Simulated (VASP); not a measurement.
A run of VASP 6.6.1:

The input INCAR:

```
SYSTEM = Al
PREC = Accurate
ENCUT = 520
EDIFF = 1E-6
ISMEAR = -1
SIGMA = 0.15
LREAL = .FALSE.
LASPH = .TRUE.
NELM = 100
ALGO = Normal
ISIF = 2
LWAVE = .FALSE.
LCHARG = .TRUE.
GGA = CA
LELF = .TRUE.
LVHAR = .TRUE.
NBANDS = 10
```

Contents of KPOINTS:

```
regular mesh
0
G
  14 14 7
  0 0 0
```

POSCAR

```
Al
1.0
    2.7843307965      0.0000000000      0.0000000000
   -1.3921654032      2.4113012022      0.0000000000
    0.0000000000      0.0000000000      4.9656667687
Al
2
Direct
    0.6666666667      0.3333333333      0.7500000000
    0.3333333333      0.6666666667      0.2500000000
```

Potentials or basis: VASP PAW LDA potentials, release 64 (Al).

The run is started by

```console
$ cat potpaw_LDA.64/Al/POTCAR > POTCAR
$ mpirun -np 1 vasp_std > vasp.out
```

Hardware: 1 thread of Intel(R) Xeon(R) 6975P-C (Granite Rapids) (shared host).

Problem. How long does it take, and how much memory?

Solution. Wall time 8.5 s on 1 thread of Intel(R) Xeon(R) 6975P-C (Granite Rapids), with other jobs on the host, peak memory 0.15 GiB. Counts: scf iterations 9, k points 96.
